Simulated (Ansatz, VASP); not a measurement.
## NaCl in VASP and in Ansatz

```xyz
2
Lattice="1.7363 -2.5746 0.0000 1.7363 2.5746 0.0000 0.0000 0.0000 4.9587" Properties=species:S:1:pos:R:3 pbc="T T T"
Na    1.7363    0.0000    2.4794
Cl    0.0000    0.0000    0.0000
```

Change from the starting cell: species swapped into the ZnAg type (Cmmm, No. 65).

Alike in both runs: task single point; functional PBE; k mesh 6 × 6 × 4; occupations gaussian, width 0.1 eV; no spin polarisation.

```csv
,VASP,Ansatz
version,VASP 6.6.1,Ansatz 0.2.0
potentials or method,"VASP PAW PBE potentials, release 64 (Na_pv, Cl), cutoff 520 eV","scalar-relativistic, plane waves, PAW"
valence electrons in the cell,14,16
```

```tsv
	VASP	Ansatz	Ansatz less VASP
gap on the k mesh at the Fermi level (eV)	none	none	-
pressure (GPa)	2.4	2.5	+0.06
traceless stress, the component that is largest in VASP (GPa)	-23.11	-23.10	+0.001
```

A gap of «none» marks a metal or a gap that the smearing closes. VASP's potentials hold 14 valence electrons a cell and Ansatz's 16, so a difference there can come from the potentials and not from the codes.

The k mesh is coarse, so the values compare programs but aren't converged.
